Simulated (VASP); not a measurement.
# Sn (Im-3m) in VASP: notebook

Sn is run at these levels: LDA; tasks: single point.

Program: VASP 6.6.1. These are calculated values, not measurements. Logs are shortened: lines on timing, memory, paths and dates and some standing lists are left out, and cuts for length are marked.

## Step 1: The cell of the first run

The structure is cubic, space group Im-3m (No. 229). Conventional cell: a = 3.789 Å, b = 3.789 Å, c = 3.789 Å, α = 90.00°, β = 90.00°, γ = 90.00°. Sn (site symmetry m-3m) has 14 Sn at 3.28 to 3.79 Å within 4.3 Å.

This isn't the form of Sn at room conditions, which is tetragonal (white tin).

## Step 2: Single point, LDA

The input, INCAR:

```
PREC = Accurate
ENCUT = 500
EDIFF = 1E-6
ISMEAR = -1
SIGMA = 0.1
LREAL = F
LASPH = T
NELM = 120
ALGO = Normal
ISIF = 2
LWAVE = F
LCHARG = T
GGA = CA
LELF = T
LVHAR = T
NBANDS = 13
GGA_COMPAT = F
```

The input, KPOINTS:

```
regular mesh
0
Gamma
  3 3 3
```

The input, POSCAR:

```
Sn
1.0
   -1.8946520000      1.8946520000      1.8946520000
    1.8946520000     -1.8946520000      1.8946520000
    1.8946520000      1.8946520000     -1.8946520000
Sn
1
Direct
    0.0000000000      0.0000000000      0.0000000000
```

Potentials or basis: VASP PAW LDA potentials, release 64 (Sn_d).

Command:

```sh
$ cat potpaw_LDA.64/Sn_d/POTCAR > POTCAR
$ mpirun -np 1 vasp_std > vasp.out
```

OUTCAR:

```text
PREC = Accurate
   ENCUT = 500
   EDIFF = 1E-6
   ISMEAR = -1
   LREAL = F
   LASPH = T
   NELM = 120
   ISIF = 2
   GGA = CA

 ion  position               nearest neighbor table
   1  0.000  0.000  0.000-

  LATTYP: Found a body centered cubic cell.
 ALAT       =     3.7893040000

  Lattice vectors:

 A1 = (  -1.8946520000,   1.8946520000,   1.8946520000)
 A2 = (   1.8946520000,  -1.8946520000,   1.8946520000)
 A3 = (   1.8946520000,   1.8946520000,  -1.8946520000)

Analysis of symmetry for initial positions (statically):
=====================================================================
 Subroutine PRICEL returns:
 Original cell was already a primitive cell.

 Routine SETGRP: Setting up the symmetry group for a
 body centered cubic supercell.

 Subroutine GETGRP returns: Found 48 space group operations
 (whereof 48 operations were pure point group operations)
 out of a pool of 48 trial point group operations.

The static configuration has the point symmetry O_h .

Analysis of symmetry for dynamics (positions and initial velocities):
=====================================================================
 Subroutine PRICEL returns:
 Original cell was already a primitive cell.

 Routine SETGRP: Setting up the symmetry group for a
 body centered cubic supercell.

 Subroutine GETGRP returns: Found 48 space group operations
 (whereof 48 operations were pure point group operations)
 out of a pool of 48 trial point group operations.

The dynamic configuration has the point symmetry O_h .

 Subroutine INISYM returns: Found 48 space group operations
 (whereof 48 operations are pure point group operations),
 and found     1 'primitive' translations

----------------------------------------------------------------------------------------

                                     Primitive cell

  volume of cell :      27.2050

  direct lattice vectors                    reciprocal lattice vectors
    -1.894652000  1.894652000  1.894652000     0.000000000  0.263900706  0.263900706
     1.894652000 -1.894652000  1.894652000     0.263900706  0.000000000  0.263900706
     1.894652000  1.894652000 -1.894652000     0.263900706  0.263900706  0.000000000

  length of vectors
     3.281633527  3.281633527  3.281633527     0.373211957  0.373211957  0.373211957

  position of ions in fractional coordinates (direct lattice)
     0.000000000  0.000000000  0.000000000

  ion indices of the primitive-cell ions
   primitive index   ion index
                 1           1

----------------------------------------------------------------------------------------

 KPOINTS: regular mesh

Automatic generation of k-mesh.
 Grid dimensions read from file:
 generate k-points for:    3    3    3

 Generating k-lattice:

  Cartesian coordinates                     Fractional coordinates (reciprocal lattice)
     0.000000000  0.087966902  0.087966902     0.333333333  0.000000000  0.000000000
     0.087966902  0.000000000  0.087966902     0.000000000  0.333333333  0.000000000
     0.087966902  0.087966902  0.000000000     0.000000000  0.000000000  0.333333333

  Length of vectors
     0.124403986  0.124403986  0.124403986

  Shift w.r.t. Gamma in fractional coordinates (k-lattice)
     0.000000000  0.000000000  0.000000000

 Subroutine IBZKPT returns following result:
 ===========================================

 Found      4 irreducible k-points:

 Following reciprocal coordinates:
            Coordinates               Weight
  0.000000  0.000000  0.000000      1.000000
  0.333333  0.000000  0.000000     12.000000
  0.333333  0.333333  0.000000      8.000000
 -0.333333  0.333333  0.333333      6.000000
   k-points           NKPTS =      4   k-points in BZ     NKDIM =      4   number of bands    NBANDS=     13
   number of dos      NEDOS =    301   number of ions     NIONS =      1
   total plane-waves  NPLWV =  13824
   dimension x,y,z NGX =    24 NGY =   24 NGZ =   24
   dimension x,y,z NGXF=    48 NGYF=   48 NGZF=   48
   ions per type =               1
   NGX,Y,Z   is equivalent  to a cutoff of  12.16, 12.16, 12.16 a.u.
   NGXF,Y,Z  is equivalent  to a cutoff of  24.32, 24.32, 24.32 a.u.
 SYSTEM =  unknown system
   PREC   = accura    normal or accurate (medium, high low for compatibility)
   ISTART =      0    job   : 0-new  1-cont  2-samecut
   ICHARG =      2    charge: 1-file 2-atom 10-const
   ISPIN  =      1    spin polarized calculation?
   LNONCOLLINEAR =      F non collinear calculations
   LSORBIT =      F    spin-orbit coupling
   LASPH  =      T    aspherical Exc in radial PAW
   ENCUT  =  500.0 eV  36.75 Ry    6.06 a.u.   5.98  5.98  5.98*2*pi/ulx,y,z
   NELM   =    120;   NELMIN=  2; NELMDL= -5     # of ELM steps
   EDIFF  = 0.1E-05   stopping-criterion for ELM
   LREAL  =      F    real-space projection
   EDIFFG = 0.1E-04   stopping-criterion for IOM
   NSW    =      0    number of steps for IOM
   IBRION =     -1    ionic relax: 0-MD 1-quasi-New 2-CG
   NFREE  =      0    steps in history (QN), initial steepest desc. (CG)
   ISIF   =      2    stress and relaxation
   ISYM   =      2    0-nonsym 1-usesym 2-fastsym
   POTIM  = 0.5000    time-step for ionic-motion
   TEBEG  =    0.0;   TEEND  =   0.0 temperature during run
   PSTRESS=    0.0 pullay stress
   NELECT =      14.0000    total number of electrons
   NUPDOWN=      -1.0000    fix difference up-down
   EMIN   =  10.00;   EMAX   =-10.00  energy-range for DOS
   EFERMI =   0.00;   METHOD = LEGACY
   ISMEAR =    -1;   SIGMA  =   0.10  broadening in eV -4-tet -1-fermi 0-gaus
   EFERMI_NEDOS =   21; number of points for ismear=-14 and -15
   IALGO  =     38    algorithm
   IMIX   =      4    mixing-type and parameters
     AMIX     =   0.40;   BMIX     =  1.00
     AMIX_MAG =   1.60;   BMIX_MAG =  1.00
  volume/ion in A,a.u.               =      27.20       183.59
  Fermi-wavevector in a.u.,A,eV,Ry     =   1.311902  2.479135 23.416808  1.721087
  Thomas-Fermi vector in A             =   2.442331
   LORBIT       =      0    0 simple, 1 ext, 2 COOP (PROOUT), +10 PAW based schemes
   GGA     = CA    functional components
   LHFCALC =     F    Hartree Fock is set to
   AEXX    =    0.0000 exact exchange contribution
   IVDW    =     0    specifies the selected vdW correction
   LEPSILON=     F    determine dielectric tensor
   LRPA    =     F    only Hartree local field effects (RPA)
 non-spin polarized calculation
  energy-cutoff  :      500.00
  volume of cell :       27.20
 maximum number of plane-waves:       712
   NGX = 11   NGY = 11   NGZ = 11

 number of electron      13.9999996 magnetization

 Free energy of the ion-electron system (eV)
  ---------------------------------------------------
  ext. energy  EPLUGINS =         0.00000000
  ---------------------------------------------------
  free energy    TOTEN  =        -4.46180562 eV

  energy without entropy =       -4.43630835  energy(sigma->0) =       -4.44905699

 E-fermi :   7.0232     XC(G=0): -10.6145

 val. band max:        6.7834400139   @ k =   0.3333   0.0000   0.0000
 cond. band min:       8.4605262638   @ k =  -0.3333   0.3333   0.3333
 fundamental gap:      1.6770862499
 Fermi energy:         7.0232291314

 k-point     1 :       0.0000    0.0000    0.0000
  band No.  band energies     occupation
      1     -13.7247      2.00000
      2     -13.7247      2.00000
      3     -13.7247      2.00000
      4     -13.5821      2.00000
      5     -13.5821      2.00000
      6      -3.3129      2.00000
      7      15.5938      0.00000
      8      15.5938      0.00000
      9      15.5938      0.00000
     10      20.0084      0.00000
     11      20.0084      0.00000
     12      20.0084      0.00000
     13      20.5817      0.00000

 k-point     2 :       0.3333    0.0000    0.0000
  band No.  band energies     occupation
      1     -13.7590      2.00000
      2     -13.6985      2.00000
      3     -13.6000      2.00000
      4     -13.5867      2.00000
      5     -13.5577      2.00000
      6      -0.9104      2.00000
      7       6.7834      1.83333
      8      12.0279      0.00000
      9      13.6850      0.00000
     10      16.2284      0.00000
     11      16.5925      0.00000
     12      21.0526      0.00000
     13      22.7337      0.00000

 k-point     3 :       0.3333    0.3333    0.0000
  band No.  band energies     occupation
      1     -13.7363      2.00000
      2     -13.6310      2.00000
      3     -13.6310      2.00000
      4     -13.5696      2.00000
      5     -13.5696      2.00000
      6       2.2923      2.00000
      7       5.3583      2.00000
      8       5.3583      2.00000
      9      11.8100      0.00000
     10      18.9268      0.00000
     11      20.0954      0.00000
     12      20.0954      0.00000
     13      26.2849      0.00000

 k-point     4 :      -0.3333    0.3333    0.3333
  band No.  band energies     occupation
      1     -13.7004      2.00000
      2     -13.6673      2.00000
      3     -13.5847      2.00000
      4     -13.5847      2.00000
      5     -13.5719      2.00000
      6       1.4110      2.00000
      7       8.4605      0.00000
      8       8.6300      0.00000
      9       8.6300      0.00000
     10      12.7269      0.00000
     11      17.4874      0.00000
     12      23.5170      0.00000
     13      23.8301      0.00000

------------------------ aborting loop because EDIFF is reached ----------------------------------------

  FORCE on cell =-STRESS in cart. coord.  units (eV):
  Direction    XX          YY          ZZ          XY          YZ          ZX
  --------------------------------------------------------------------------------------
  -------------------------------------------------------------------------------------
  Total       -0.9019071     -0.9019071     -0.9019071      0.0000000     -0.0000000      0.0000000
  in kB      -53.1158399    -53.1158399    -53.1158399      0.0000000     -0.0000000      0.0000000
  external PRESSURE =     -53.1158399 kB  Pullay stress =       0.0000000 kB

 VOLUME and BASIS-vectors are now :
 -----------------------------------------------------------------------------
  energy-cutoff  :      500.00
  volume of cell :       27.20
      direct lattice vectors                 reciprocal lattice vectors
    -1.894652000  1.894652000  1.894652000     0.000000000  0.263900706  0.263900706
     1.894652000 -1.894652000  1.894652000     0.263900706  0.000000000  0.263900706
     1.894652000  1.894652000 -1.894652000     0.263900706  0.263900706  0.000000000

 POSITION                                       TOTAL-FORCE (eV/Angst)
 -----------------------------------------------------------------------------------
      0.00000      0.00000      0.00000        -0.000000      0.000000     -0.000000
 -----------------------------------------------------------------------------------
    total drift:                                0.000000      0.000000      0.000000

  FREE ENERGIE OF THE ION-ELECTRON SYSTEM (eV)
  ---------------------------------------------------
  free  energy   TOTEN  =        -4.4618056242 eV

  energy  without entropy=       -4.4363083518  energy(sigma->0) =       -4.44905699
```

It took 1.9 s on 1 thread of Intel Xeon 6975P-C (Granite Rapids), shared host; peak memory 0.12 GiB.

Results:

```yaml
Free_energy: -4.4618 eV
Pressure: -5.3 GPa
Band_gap_on_the_k_mesh: zero (bands 7 and 8 overlap by 10.24 eV)
```

Caveat: the k points lie up to 0.78 Å⁻¹ apart, too coarse for converged energies and pressures of a metal; spin-orbit coupling is left out, which moves the levels of the heavy elements.

## Step 3: Single point, LDA

The input, INCAR:

```
  ALGO = Normal
  EDIFF = 1E-6
  ENCUT = 500
  GGA = CA
  GGA_COMPAT = F
  ISIF = 2
  ISMEAR = -1
  LASPH = T
  LCHARG = T
  LELF = T
  LREAL = F
  LVHAR = T
  LWAVE = F
  NBANDS = 13
  NELM = 120
  PREC = Accurate
  SIGMA = 0.1
```

The input, KPOINTS:

```
k-points
0
Gamma
  4 4 4
```

POSCAR is that of step 2.

Potentials or basis: VASP PAW LDA potentials, release 64 (Sn_d).

Command:

```sh
$ cat potpaw_LDA.64/Sn_d/POTCAR > POTCAR
$ mpirun -np 1 vasp_std > vasp.out
```

OUTCAR:

```text
EDIFF = 1E-6
   ENCUT = 500
   GGA = CA
   ISIF = 2
   ISMEAR = -1
   LASPH = T
   LREAL = F
   NELM = 120
   PREC = Accurate

 ion  position               nearest neighbor table
   1  0.000  0.000  0.000-

  LATTYP: Found a body centered cubic cell.
 ALAT       =     3.7893040000

  Lattice vectors:

 A1 = (  -1.8946520000,   1.8946520000,   1.8946520000)
 A2 = (   1.8946520000,  -1.8946520000,   1.8946520000)
[... 287 lines left out ...]
     11      11.7606      0.00000
     12      26.0050      0.00000
     13      28.5951      0.00000

------------------------ aborting loop because EDIFF is reached ----------------------------------------

  FORCE on cell =-STRESS in cart. coord.  units (eV):
  Direction    XX          YY          ZZ          XY          YZ          ZX
  --------------------------------------------------------------------------------------
  -------------------------------------------------------------------------------------
  Total       -0.5902487     -0.5902487     -0.5902487     -0.0000000      0.0000000     -0.0000000
  in kB      -34.7614002    -34.7614002    -34.7614002     -0.0000000      0.0000000     -0.0000000
  external PRESSURE =     -34.7614002 kB  Pullay stress =       0.0000000 kB

 VOLUME and BASIS-vectors are now :
 -----------------------------------------------------------------------------
  energy-cutoff  :      500.00
  volume of cell :       27.20
      direct lattice vectors                 reciprocal lattice vectors
    -1.894652000  1.894652000  1.894652000     0.000000000  0.263900706  0.263900706
     1.894652000 -1.894652000  1.894652000     0.263900706  0.000000000  0.263900706
     1.894652000  1.894652000 -1.894652000     0.263900706  0.263900706  0.000000000

 POSITION                                       TOTAL-FORCE (eV/Angst)
 -----------------------------------------------------------------------------------
      0.00000      0.00000      0.00000         0.000000     -0.000000      0.000000
 -----------------------------------------------------------------------------------
    total drift:                                0.000000     -0.000000     -0.000000

  FREE ENERGIE OF THE ION-ELECTRON SYSTEM (eV)
  ---------------------------------------------------
  free  energy   TOTEN  =        -4.3469502444 eV

  energy  without entropy=       -4.2943367907  energy(sigma->0) =       -4.32064352
```

OSZICAR:

```text
N       E                     dE             d eps       ncg     rms          rms(c)
DAV:   1     0.807803262445E+02    0.80780E+02   -0.70055E+03   208   0.166E+03
DAV:   2     0.130888990096E+01   -0.79471E+02   -0.76886E+02   233   0.317E+02
DAV:   3    -0.423982585413E+01   -0.55487E+01   -0.55326E+01   243   0.720E+01
DAV:   4    -0.436187594428E+01   -0.12205E+00   -0.12201E+00   263   0.116E+01
DAV:   5    -0.436524867937E+01   -0.33727E-02   -0.33726E-02   236   0.197E+00    0.133E+00
DAV:   6    -0.435195137655E+01    0.13297E-01   -0.12092E-02   268   0.183E+00    0.729E-01
DAV:   7    -0.434721655680E+01    0.47348E-02   -0.75162E-03   253   0.134E+00    0.962E-02
DAV:   8    -0.434694982189E+01    0.26673E-03   -0.67587E-04   268   0.450E-01    0.199E-02
DAV:   9    -0.434695044188E+01   -0.61999E-06   -0.12765E-05   287   0.426E-02    0.142E-02
DAV:  10    -0.434695024439E+01    0.19748E-06   -0.76477E-07   197   0.846E-03
   1 F= -.43469502E+01 E0= -.43206435E+01  d E =-.526135E-01
```

stdout:

```text
POSCAR found type information on POSCAR Sn
 POSCAR found :  1 types and       1 ions
 scaLAPACK will be used
 LDA part: xc-table for (Slater(with rela. corr.)+CA(PZ))
 , standard interpolation
 POSCAR, INCAR and KPOINTS ok, starting setup
 FFT: planning ... GRIDC
 FFT: planning ... GRID_SOFT
 FFT: planning ... GRID
 WAVECAR not read
 entering main loop
```

Wall time 2.3 s (1 thread of Intel Xeon 6975P-C (Granite Rapids), shared host); peak memory 0.12 GiB.

Results:

```
Free energy            : -4.3470 eV
Pressure               : -3.5 GPa
Band gap on the k mesh : zero (bands 7 and 8 overlap by 9.24 eV)
```

Levels at points of the mesh, in eV from the Fermi level:
```tsv
k point	band 4	band 5	band 6	band 7	band 8	band 9	band 10	band 11
(0.00, 0.00, 0.00)	-21.23	-21.23	-11.00	7.92	7.92	7.92	12.31	12.31
(0.50, 0.00, 0.00)	-21.24	-21.15	-6.38	-4.29	3.63	5.50	8.12	8.45
(0.50, 0.50, 0.50)	-21.17	-21.17	-2.52	-0.39	-0.39	-0.39	4.06	4.06
```

Caveat: the k points lie up to 0.59 Å⁻¹ apart, too coarse for converged energies and pressures of a metal; spin-orbit coupling is left out, which moves the levels of the heavy elements.

[end of part 1 of 2]
